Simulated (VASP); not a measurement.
Wanted: the native input for a VASP 6.6.1 run.

- Task: single point
- Functional: PBE
- Potentials or basis: VASP PAW PBE potentials, release 64 (Na_pv, Cl)
- Cutoff: 520 eV
- k mesh: 2 × 2 × 2
- Occupations: fermi-dirac, width 0.02 eV
- Spin: no spin polarisation
- Dipole correction: no
- Further INCAR settings: LREAL = Auto; ALGO = Normal; EDIFF = 1e-06; NBANDS = 70

The structure of NaCl lies in POSCAR:

```
NaCl
1.0
    0.0000000000      5.6255610000      5.6255610000
    5.6255610000      0.0000000000      5.6255610000
    5.6255610000      5.6255610000      0.0000000000
Na Cl
8 8
Direct
   -0.0046585576      0.0037857558     -0.0018556372
   -0.0063529664      0.0003818286      0.5069656164
    0.0006837540      0.5010825587      0.0007996536
   -0.0049019111      0.5113893530      0.5003575643
    0.5074818316     -0.0048215636      0.0015184263
    0.5015183375      0.0009769692      0.5039621826
    0.5052294340      0.4991889698     -0.0046553579
    0.4997532691      0.4990464951      0.4926844629
    0.2495168926      0.2487384814      0.2506733995
    0.2475169143      0.2486229373      0.7556600133
    0.2449331720      0.7473490199      0.2540024897
    0.2442839034      0.7489946336      0.7527251060
    0.7542706407      0.2467139722      0.2533092255
    0.7464393329      0.2509310627      0.7547462378
    0.7567135082      0.7523068366      0.2383577389
    0.7565550351      0.7453997032      0.7450882676
```

One way to write it, as run:

INCAR

```
PREC = Accurate ; ENCUT = 520
EDIFF = 1E-6 ; ISMEAR = -1
SIGMA = 0.02 ; LREAL = Auto
LASPH = True ; NELM = 60
ALGO = Normal ; ISIF = 2
LWAVE = False ; LCHARG = False
GGA = PE ; NBANDS = 70
```

KPOINTS

```
Automatic mesh
0
Gamma
  2 2 2
```

Potentials or basis: VASP PAW PBE potentials, release 64 (Na_pv, Cl).

The run is started by

```console
$ cat potpaw_PBE.64/Na_pv/POTCAR potpaw_PBE.64/Cl/POTCAR > POTCAR
$ mpirun -np 1 vasp_std > vasp.out
```

Results of the run:

```
Pressure               : 1.0 GPa
Largest force          : 0.251 eV/Å
Band gap on the k mesh : 5.10 eV
```

Caveat: the k points lie up to 0.48 Å⁻¹ apart; the atoms stand as in a frame of molecular dynamics.

Wall time 3.9 min on 1 thread of Intel(R) Xeon(R) Platinum 8375C CPU @ 2.90GHz (Ice Lake) (shared host), peak memory 0.51 GiB.
